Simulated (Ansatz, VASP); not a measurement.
## One calculation of Si3N2, two programs

```
Si N
1.0
     3.59378    0.00000    0.00000
     0.00000    3.59378    0.00000
     0.00000    0.00000    4.70878
Si N
3 2
Direct
  0.50000 0.00000 0.15220
  0.00000 0.50000 0.15220
  0.50000 0.50000 0.68462
  0.50000 0.00000 0.76914
  0.00000 0.50000 0.76914
```

Alike in both runs: functional PBE; k mesh 6 × 6 × 4; occupations gaussian, width 0.1 eV; no spin polarisation.

Ansatz relaxed the structure, and its values are those at the end. VASP's run is a single point on that final structure, the one shown.

|  | VASP | Ansatz |
| --- | --- | --- |
| version | VASP 6.6.1 | Ansatz 0.2.0 |
| potentials or method | VASP PAW PBE potentials, release 64 (Si, N), cutoff 520 eV | scalar-relativistic, plane waves, PAW |
| valence electrons in the cell | 22 | 22 |

Ansatz gave:

| Item | Value |
| --- | --- |
| gap on the k mesh at the Fermi level (eV) | none |
| pressure (GPa) | 0.3 |
| rms of the force components (eV/Å) | 0.006 |

**Question.** Estimate VASP's values.

**Answer.** gap on the k mesh at the Fermi level (eV): none; pressure (GPa): 0.2; rms of the force components (eV/Å): 0.009.

A gap of «none» marks a metal or a gap that the smearing closes.
